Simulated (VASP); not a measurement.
# SnTe in VASP: further runs

SnTe is run at these levels: HSE06, PBEsol, PBE+D3(BJ); tasks: single point.

Everything below comes from runs of VASP 6.6.1. Logs are shortened: lines on timing, memory, paths and dates and some standing lists are left out, and cuts for length are marked.

### 1 The cell of the first run

It takes space group F-43m (No. 216, cubic). Conventional cell: a = 7.222 Å, b = 7.222 Å, c = 7.222 Å, α = 90.00°, β = 90.00°, γ = 90.00°. Te (site symmetry -43m) has 4 Sn at 3.13 Å within 4.1 Å. Within 4.1 Å of Sn (site symmetry -43m) lie 4 Te at 3.13 Å.

### 2 Single point, HSE06

POSCAR reads:

```
SnTe
1.0
    0.0000000000      3.6111460000      3.6111460000
    3.6111460000      0.0000000000      3.6111460000
    3.6111460000      3.6111460000      0.0000000000
Te Sn
1 1
Direct
    0.2500000000      0.2500000000      0.2500000000
    0.0000000000      0.0000000000      0.0000000000
```

INCAR.step1 reads:

```
PREC = Accurate ; ENCUT = 520
EDIFF = 1E-5 ; ISMEAR = -1
SIGMA = 0.05 ; LREAL = F
LASPH = T ; NELM = 80
ALGO = Normal ; ISIF = 2
LWAVE = T ; LCHARG = F
NBANDS = 17 ; GGA = PE
```

INCAR.step2 reads:

```
PREC = Accurate ; ENCUT = 520
EDIFF = 1E-7 ; ISMEAR = -1
SIGMA = 0.05 ; LREAL = F
LASPH = T ; NELM = 80
ALGO = Normal ; ISIF = 2
LWAVE = F ; LCHARG = F
GGA = PE ; LHFCALC = T
HFSCREEN = 0.2079 ; PRECFOCK = Normal
NBANDS = 17 ; ISTART = 1
```

KPOINTS reads:

```
regular mesh
0
Gamma
  4 4 4
```

Potentials or basis: VASP PAW PBE potentials, release 64 (Te, Sn_d).

The run is started by

```bash
cat potpaw_PBE.64/Te/POTCAR potpaw_PBE.64/Sn_d/POTCAR > POTCAR
cp INCAR.step1 INCAR
mpirun -np 1 vasp_std > vasp.out
cp INCAR.step2 INCAR
mpirun -np 1 vasp_std > vasp.out
```

OUTCAR:

```text
PREC = Accurate
   ENCUT = 520
   EDIFF = 1E-7
   ISMEAR = -1
   LREAL = F
   LASPH = T
   NELM = 80
   ISIF = 2
   GGA = PE
   LHFCALC = T
   HFSCREEN = 0.2079
   PRECFOCK = Normal
   ISTART = 1

 ion  position               nearest neighbor table
   1  0.250  0.250  0.250-   2 3.13   2 3.13   2 3.13   2 3.13
   2  0.000  0.000  0.000-   1 3.13   1 3.13   1 3.13   1 3.13

  LATTYP: Found a face centered cubic cell.
 ALAT       =     7.2222920000

  Lattice vectors:

 A1 = (   0.0000000000,   3.6111460000,   3.6111460000)
 A2 = (   3.6111460000,   0.0000000000,   3.6111460000)
 A3 = (   3.6111460000,   3.6111460000,   0.0000000000)

Analysis of symmetry for initial positions (statically):
=====================================================================
 Subroutine PRICEL returns:
 Original cell was already a primitive cell.

 Routine SETGRP: Setting up the symmetry group for a
 face centered cubic supercell.

 Subroutine GETGRP returns: Found 24 space group operations
 (whereof 24 operations were pure point group operations)
 out of a pool of 48 trial point group operations.

The static configuration has the point symmetry T_d .

Analysis of symmetry for dynamics (positions and initial velocities):
=====================================================================
 Subroutine PRICEL returns:
 Original cell was already a primitive cell.

 Routine SETGRP: Setting up the symmetry group for a
 face centered cubic supercell.

 Subroutine GETGRP returns: Found 24 space group operations
 (whereof 24 operations were pure point group operations)
 out of a pool of 48 trial point group operations.

The dynamic configuration has the point symmetry T_d .

 Subroutine INISYM returns: Found 24 space group operations
 (whereof 24 operations are pure point group operations),
 and found     1 'primitive' translations

----------------------------------------------------------------------------------------

                                     Primitive cell

  volume of cell :      94.1814

  direct lattice vectors                    reciprocal lattice vectors
     0.000000000  3.611146000  3.611146000    -0.138460201  0.138460201  0.138460201
     3.611146000  0.000000000  3.611146000     0.138460201 -0.138460201  0.138460201
     3.611146000  3.611146000  0.000000000     0.138460201  0.138460201 -0.138460201

  length of vectors
     5.106931649  5.106931649  5.106931649     0.239820102  0.239820102  0.239820102

  position of ions in fractional coordinates (direct lattice)
     0.250000000  0.250000000  0.250000000
     0.000000000  0.000000000  0.000000000

  ion indices of the primitive-cell ions
   primitive index   ion index
                 1           1
                 2           2

----------------------------------------------------------------------------------------

 KPOINTS: regular mesh

Automatic generation of k-mesh.
 Grid dimensions read from file:
 generate k-points for:    4    4    4

 Generating k-lattice:

  Cartesian coordinates                     Fractional coordinates (reciprocal lattice)
    -0.034615050  0.034615050  0.034615050     0.250000000  0.000000000  0.000000000
     0.034615050 -0.034615050  0.034615050     0.000000000  0.250000000  0.000000000
     0.034615050  0.034615050 -0.034615050     0.000000000  0.000000000  0.250000000

  Length of vectors
     0.059955026  0.059955026  0.059955026

  Shift w.r.t. Gamma in fractional coordinates (k-lattice)
     0.000000000  0.000000000  0.000000000

 Subroutine IBZKPT returns following result:
 ===========================================

 Found      8 irreducible k-points:

 Following reciprocal coordinates:
            Coordinates               Weight
  0.000000  0.000000  0.000000      1.000000
  0.250000  0.000000  0.000000      8.000000
  0.500000  0.000000  0.000000      4.000000
  0.250000  0.250000  0.000000      6.000000
  0.500000  0.250000  0.000000     24.000000
 -0.250000  0.250000  0.000000     12.000000
  0.500000  0.500000  0.000000      3.000000
 -0.250000  0.500000  0.250000      6.000000
   k-points           NKPTS =      8   k-points in BZ     NKDIM =     64   number of bands    NBANDS=     17
   number of dos      NEDOS =    301   number of ions     NIONS =      2
   total plane-waves  NPLWV =  64000
   dimension x,y,z NGX =    40 NGY =   40 NGZ =   40
   dimension x,y,z NGXF=    80 NGYF=   80 NGZF=   80
   ions per type =               1   1
   NGX,Y,Z   is equivalent  to a cutoff of  13.02, 13.02, 13.02 a.u.
   NGXF,Y,Z  is equivalent  to a cutoff of  26.04, 26.04, 26.04 a.u.
 SYSTEM =  unknown system
   PREC   = accura    normal or accurate (medium, high low for compatibility)
   ISTART =      1    job   : 0-new  1-cont  2-samecut
   ICHARG =      0    charge: 1-file 2-atom 10-const
   ISPIN  =      1    spin polarized calculation?
   LNONCOLLINEAR =      F non collinear calculations
   LSORBIT =      F    spin-orbit coupling
   LASPH  =      T    aspherical Exc in radial PAW
   ENCUT  =  520.0 eV  38.22 Ry    6.18 a.u.   9.50  9.50  9.50*2*pi/ulx,y,z
   NELM   =     80;   NELMIN=  2; NELMDL=  0     # of ELM steps
   EDIFF  = 0.1E-06   stopping-criterion for ELM
   LREAL  =      F    real-space projection
   EDIFFG = 0.1E-05   stopping-criterion for IOM
   NSW    =      0    number of steps for IOM
   IBRION =     -1    ionic relax: 0-MD 1-quasi-New 2-CG
   NFREE  =      0    steps in history (QN), initial steepest desc. (CG)
   ISIF   =      2    stress and relaxation
   ISYM   =      3    0-nonsym 1-usesym 2-fastsym
   POTIM  = 0.5000    time-step for ionic-motion
   TEBEG  =    0.0;   TEEND  =   0.0 temperature during run
   PSTRESS=    0.0 pullay stress
   NELECT =      20.0000    total number of electrons
   NUPDOWN=      -1.0000    fix difference up-down
   EMIN   =  10.00;   EMAX   =-10.00  energy-range for DOS
   EFERMI =   0.00;   METHOD = LEGACY
   ISMEAR =    -1;   SIGMA  =   0.05  broadening in eV -4-tet -1-fermi 0-gaus
   EFERMI_NEDOS =   21; number of points for ismear=-14 and -15
   IALGO  =     38    algorithm
   IMIX   =      1    mixing-type and parameters
     AMIX     =   0.40;   BMIX     =  1.00
     AMIX_MAG =   1.60;   BMIX_MAG =  1.00
  volume/ion in A,a.u.               =      47.09       317.78
  Fermi-wavevector in a.u.,A,eV,Ry     =   0.976704  1.845704 12.979296  0.953951
  Thomas-Fermi vector in A             =   2.107344
   LORBIT       =      0    0 simple, 1 ext, 2 COOP (PROOUT), +10 PAW based schemes
   GGA     = PE    functional components
   LHFCALC =     T    Hartree Fock is set to
   PRECFOCK=normal    Normal, Fast or Accurate (Low or Medium for compatibility)
   ENCUT4O =  -1.0   cutoff for four orbital integrals eV
   NKREDX  =     1    reduce k-point grid by
   NKREDY  =     1    reduce k-point grid by
   NKREDZ  =     1    reduce k-point grid by
   AEXX    =    0.2500 exact exchange contribution
   HFSCREEN=    0.2079 screening length (either q_TF or 0.3 A-1)
   HFSCREENC=   0.2079 screening length for correlation (either q_TF or 0.3 A-1)
   ENCUTFOCK=  -1.0 apply spherical cutoff to Coloumb kernel
   IVDW    =     0    specifies the selected vdW correction
   LEPSILON=     F    determine dielectric tensor
   LRPA    =     F    only Hartree local field effects (RPA)
 non-spin polarized calculation
  energy-cutoff  :      520.00
  volume of cell :       94.18
 maximum number of plane-waves:      2637
 NGX is ok and might be reduce to    40
  NGX = 30; NGY = 30; NGZ = 30

 number of electron      19.9999999 magnetization

 Free energy of the ion-electron system (eV)
  ---------------------------------------------------
  ext. energy  EPLUGINS =         0.00000000
  ---------------------------------------------------
  free energy    TOTEN  =        -8.44150294 eV

  energy without entropy =       -8.43993977  energy(sigma->0) =       -8.44072136

 E-fermi :   3.2158     XC(G=0):  -6.2890

 val. band max:        3.0149975925   @ k =  -0.2500   0.5000   0.2500
 cond. band min:       3.3816596869   @ k =   0.5000   0.5000   0.0000
 fundamental gap:      0.3666620945
 Fermi energy:         3.2158112622

 k-point     1 :       0.0000    0.0000    0.0000
  band No.  band energies     occupation
      1     -21.1493      2.00000
      2     -21.1493      2.00000
      3     -21.1493      2.00000
      4     -21.1381      2.00000
      5     -21.1381      2.00000
      6      -9.7722      2.00000
[... 9 lines left out ...]
     16      10.0058      0.00000
     17      11.1728      0.00000

 k-point     2 :       0.2500    0.0000    0.0000
  band No.  band energies     occupation
      1     -21.1496      2.00000
      2     -21.1484      2.00000
      3     -21.1484      2.00000
      4     -21.1381      2.00000
      5     -21.1380      2.00000
      6      -9.4975      2.00000
[... 9 lines left out ...]
     16       9.3880      0.00000
     17      10.6948      0.00000

 k-point     3 :       0.5000    0.0000    0.0000
  band No.  band energies     occupation
      1     -21.1499      2.00000
      2     -21.1476      2.00000
      3     -21.1476      2.00000
      4     -21.1380      2.00000
      5     -21.1380      2.00000
      6      -9.1529      2.00000
[... 9 lines left out ...]
     16      10.5166      0.00000
     17      10.5166      0.00000

 k-point     4 :       0.2500    0.2500    0.0000
  band No.  band energies     occupation
      1     -21.1508      2.00000
      2     -21.1475      2.00000
      3     -21.1475      2.00000
      4     -21.1386      2.00000
      5     -21.1377      2.00000
      6      -9.3993      2.00000
[... 9 lines left out ...]
     16      10.6509      0.00000
     17      12.4789      0.00000

 k-point     5 :       0.5000    0.2500    0.0000
  band No.  band energies     occupation
      1     -21.1510      2.00000
      2     -21.1468      2.00000
      3     -21.1467      2.00000
      4     -21.1386      2.00000
      5     -21.1376      2.00000
      6      -9.0359      2.00000
[... 9 lines left out ...]
     16      10.7743      0.00000
     17      11.6289      0.00000

 k-point     6 :      -0.2500    0.2500    0.0000
  band No.  band energies     occupation
      1     -21.1502      2.00000
      2     -21.1475      2.00000
      3     -21.1473      2.00000
      4     -21.1381      2.00000
      5     -21.1380      2.00000
      6      -9.1642      2.00000
[... 9 lines left out ...]
     16      10.4554      0.00000
     17      11.6949      0.00000

 k-point     7 :       0.5000    0.5000    0.0000
  band No.  band energies     occupation
      1     -21.1523      2.00000
      2     -21.1458      2.00000
      3     -21.1458      2.00000
      4     -21.1391      2.00000
      5     -21.1372      2.00000
      6      -8.8998      2.00000
[... 9 lines left out ...]
     16      11.8169      0.00000
     17      11.8169      0.00000

 k-point     8 :      -0.2500    0.5000    0.2500
  band No.  band energies     occupation
      1     -21.1511      2.00000
      2     -21.1470      2.00000
      3     -21.1458      2.00000
      4     -21.1386      2.00000
      5     -21.1377      2.00000
      6      -8.8959      2.00000
[... 9 lines left out ...]
     16      11.5074      0.00000
     17      11.5268      0.00000

------------------------ aborting loop because EDIFF is reached ----------------------------------------

  FORCE on cell =-STRESS in cart. coord.  units (eV):
  Direction    XX          YY          ZZ          XY          YZ          ZX
  --------------------------------------------------------------------------------------
  -------------------------------------------------------------------------------------
  Total       -0.4352872     -0.4352872     -0.4352872     -0.0000000      0.0000000      0.0000000
  in kB       -7.4049365     -7.4049365     -7.4049365     -0.0000000      0.0000000      0.0000000
  external PRESSURE =      -7.4049365 kB  Pullay stress =       0.0000000 kB

 VOLUME and BASIS-vectors are now :
 -----------------------------------------------------------------------------
  energy-cutoff  :      520.00
  volume of cell :       94.18
      direct lattice vectors                 reciprocal lattice vectors
     0.000000000  3.611146000  3.611146000    -0.138460201  0.138460201  0.138460201
     3.611146000  0.000000000  3.611146000     0.138460201 -0.138460201  0.138460201
     3.611146000  3.611146000  0.000000000     0.138460201  0.138460201 -0.138460201

 POSITION                                       TOTAL-FORCE (eV/Angst)
 -----------------------------------------------------------------------------------
      1.80557      1.80557      1.80557         0.000000      0.000000      0.000000
      0.00000      0.00000      0.00000        -0.000000     -0.000000     -0.000000
 -----------------------------------------------------------------------------------
    total drift:                                0.000002     -0.000001     -0.000001

  FREE ENERGIE OF THE ION-ELECTRON SYSTEM (eV)
  ---------------------------------------------------
  free  energy   TOTEN  =        -8.4415029408 eV

  energy  without entropy=       -8.4399397700  energy(sigma->0) =       -8.44072136
```

Run time: 43 min. Hardware: 1 thread of Intel Xeon 8259CL, shared host; peak memory 0.36 GiB.

Results:

```yaml
Free_energy: -8.4415 eV
Pressure: -0.7 GPa
Band_gap_on_the_k_mesh: 0.37 eV (least direct gap 1.14 eV)
```

Levels at points of the mesh, in eV from the valence-band top:
| k point | band 7 | band 8 | band 9 | band 10 | band 11 | band 12 | band 13 | band 14 |
| --- | --- | --- | --- | --- | --- | --- | --- | --- |
| (0.00, 0.00, 0.00) | -5.64 | -2.28 | -2.28 | -2.28 | 1.34 | 1.34 | 1.34 | 4.49 |
| (0.50, 0.00, 0.00) | -7.78 | -2.86 | -2.86 | -2.24 | 2.20 | 2.20 | 3.92 | 6.09 |
| (0.50, 0.50, 0.00) | -8.19 | -3.58 | -3.58 | -0.78 | 0.37 | 4.49 | 4.49 | 5.91 |

Caveat: the PAW data sets were made with another functional, which shifts forces and pressure a little; spin-orbit coupling is left out, which moves the levels of the heavy elements. A k mesh can miss the band edges.

[end of part 1 of 2]
